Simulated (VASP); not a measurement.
Set up this calculation in VASP 6.6.1, as the native input.

```
Task                   : single point
Functional             : PBE
Potentials or basis    : VASP PAW PBE potentials, release 64 (Ag)
Cutoff                 : 520 eV
k mesh                 : 11 × 11 × 3
Occupations            : fermi-dirac, width 0.05 eV
Spin                   : no spin polarisation
Dipole correction      : no
Further INCAR settings : ALGO = Fast; EDIFF = 1e-06; NBANDS = 30
```

The structure of Ag lies in POSCAR:

```
Ag
1.0
    2.8862000000      0.0000000000      0.0000000000
   -1.4431000000      2.4995225204      0.0000000000
    0.0000000000      0.0000000000     10.0000000000
Ag
4
Direct
   -0.0078490000     -0.0343750000      0.5008220000
    0.0011900000      0.0095540000      0.0064840000
    0.6680490000      0.3451560000      0.7518570000
    0.3382240000      0.6672080000      0.2479270000
```

This cell differs from its parent crystal: atoms moved at random.

One way to write it, as run:

INCAR

```
  PREC = Accurate
  ENCUT = 520
  EDIFF = 1E-6
  ISMEAR = -1
  SIGMA = 0.05
  LREAL = False
  LASPH = True
  NELM = 60
  ALGO = Fast
  ISIF = 2
  LWAVE = False
  LCHARG = False
  GGA = PE
  NBANDS = 30
```

KPOINTS

```
Automatic mesh
0
Gamma
  11 11 3
```

Potentials or basis: VASP PAW PBE potentials, release 64 (Ag).

The run is started by

```bash
$ cat potpaw_PBE.64/Ag/POTCAR > POTCAR
$ mpirun -np 1 vasp_std > vasp.out
```

It gave:

| Property | Result |
| --- | --- |
| Pressure | -0.5 GPa |
| Largest force | 0.260 eV/Å |
| Band gap on the k mesh | zero (band 22 reaches 10.53 eV, above the bottom of band 23 at 4.60 eV) |

Caveat: the cell differs from its parent crystal (atoms moved at random).

Wall time 2.2 min on 1 thread of Intel(R) Xeon(R) 6975P-C (Granite Rapids), with other jobs on the host, peak memory 0.41 GiB.
